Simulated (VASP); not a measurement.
# Cd2HgTe3: relaxation of shape and atoms at fixed volume with PBE

Cd2HgTe3:

```xyz
6
Lattice="4.6426 0.0000 0.0000 -2.3213 4.0206 0.0000 0.0000 0.0000 11.3576" Properties=species:S:1:pos:R:3 pbc="T T T"
Cd    0.0000    0.0000    0.0064
Cd    2.3213    1.3402    3.7862
Hg    0.0000    2.6804    7.5717
Te    0.0000    0.0000    8.5260
Te    0.0000    2.6804    4.7207
Te    2.3213    1.3402    0.9436
```

| Item | Value |
| --- | --- |
| Program | VASP 6.6.1 |
| Task | relaxation of shape and atoms at fixed volume |
| Functional | PBE |
| Potentials or basis | VASP PAW PBE potentials, release 64 (Cd, Hg, Te) |
| Cutoff | 600 eV |
| k mesh | 12 × 12 × 4 |
| Occupations | gaussian, width 0.1 eV |
| Spin | no spin polarisation |
| Dipole correction | no |
| Further INCAR settings | ALGO = Fast; EDIFF = 1e-06; IBRION = 2; EDIFFG = -0.01; NSW = 50; ISIF = 4 |

```
Pressure after relaxing : 1.2 GPa
Band gap on the k mesh  : 0.03 eV
```

Forces on the atoms (eV/Å):
```
Cd   0.000  0.000  0.001
Cd   0.000  0.000  0.002
Hg   0.000  0.000 -0.002
Te   0.000  0.000  0.000
Te   0.000  0.000  0.001
Te   0.000  0.000 -0.001
```

Final structure:
```
Cd Hg Te
1.0
     4.64260    0.00000    0.00000
    -2.32130    4.02061    0.00000
     0.00000    0.00000   11.35760
Cd Hg Te
2 1 3
Cartesian
  0.0000 0.0000 0.0064
  2.3213 1.3402 3.7862
  0.0000 2.6804 7.5717
  0.0000 0.0000 8.5260
  0.0000 2.6804 4.7207
  2.3213 1.3402 0.9436
```

Levels at points of the mesh, in eV from the valence-band top:
```tsv
k point	band 23	band 24	band 25	band 26	band 27	band 28	band 29	band 30	band 31	band 32
(0.00, 0.00, 0.00)	-0.60	-0.60	-0.04	0.00	0.00	0.03	1.38	1.69	4.48	4.49
(0.50, 0.00, 0.00)	-1.89	-1.76	-1.59	-1.20	-1.06	2.00	2.54	2.56	2.65	4.55
(0.00, 0.00, 0.50)	-0.85	-0.38	-0.38	-0.13	-0.13	0.92	1.59	1.62	4.50	4.61
(0.50, 0.00, 0.50)	-2.13	-1.70	-1.63	-0.81	-0.81	1.32	2.57	2.67	3.56	3.57
```

It took 15 min on 1 thread of Oxide Virtual Turin-like Processor, with other jobs on the host, peak memory 0.75 GiB.

Caveat: the relaxation stopped at its first step, so nothing moved; the smearing spreads over this small gap; spin-orbit coupling is left out, which moves the levels of the heavy elements.
